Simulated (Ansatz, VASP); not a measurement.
## ScAl3 in VASP and in Ansatz

INCAR

```
SYSTEM = ScAl3
PREC = Accurate
ENCUT = 520
EDIFF = 1E-6
ISMEAR = 0
SIGMA = 0.15
LREAL = .False.
LASPH = .True.
NELM = 60
ALGO = Fast
ISIF = 2
LWAVE = .False.
LCHARG = .True.
GGA = PS
LELF = .True.
LVHAR = .True.
NBANDS = 18
```

Contents of KPOINTS:

```
regular mesh
0
Gamma
  12 12 12
  0 0 0
```

File POSCAR:

```
ScAl3
1.0
    4.0712986163      0.0000000000      0.0000000000
    0.0000000000      4.0712986163      0.0000000000
    0.0000000000      0.0000000000      4.0712986163
Sc Al
1 3
Direct
    0.0000000000      0.0000000000      0.0000000000
    0.5065130335      0.0065130335      0.5000000000
    0.0065130335      0.5065130335      0.5000000000
    0.5065130335      0.5065130335      0.0000000000
```

Input for Ansatz:

```yaml
crystal:
  lattice:
    - [4.0712986163, 0.0, 0.0]
    - [0.0, 4.0712986163, 0.0]
    - [0.0, 0.0, 4.0712986163]
  atoms:
    - { symbol: Sc, position: [0.0, 0.0, 0.0] }
    - { symbol: Al, position: [0.5065130335, 0.0065130335, 0.5] }
    - { symbol: Al, position: [0.0065130335, 0.5065130335, 0.5] }
    - { symbol: Al, position: [0.5065130335, 0.5065130335, 0.0] }
basis:
  ecutwfc: 420
kpoints:
  mp_grid: { grid: [12, 12, 12] }
hamiltonian:
  xc: pbesol
scf:
  occupations: { method: gaussian, width: 0.15 }
output:
  forces: true
  stress: true
  eigenvalues: true
```

Change from the starting cell: all Al atoms moved +0.037 Å, as atom 2 along Cartesian [1 1 0].

Alike in both runs: task single point; functional PBEsol; k mesh 12 × 12 × 12; occupations gaussian, width 0.15 eV; no spin polarisation.

```csv
,VASP,Ansatz
version,VASP 6.6.1,Ansatz 0.2.0
potentials or method,"VASP PAW PBE potentials, release 64 (Sc_sv, Al), cutoff 520 eV","scalar-relativistic, plane waves, PAW"
valence electrons in the cell,20,20
```

Ansatz gave:

| Item | Value |
| --- | --- |
| gap on the k mesh at the Fermi level (eV) | none |
| pressure (GPa) | 0.1 |
| rms of the force components (eV/Å) | 0.127 |

Problem. Which values does VASP return?

Solution. gap on the k mesh at the Fermi level (eV): none; pressure (GPa): 0.2; rms of the force components (eV/Å): 0.127.

VASP's potentials were made for PBE, not for PBEsol. Atom by atom the forces differ by 0.001 eV/Å (rms over components). A gap of «none» marks a metal or a gap that the smearing closes.
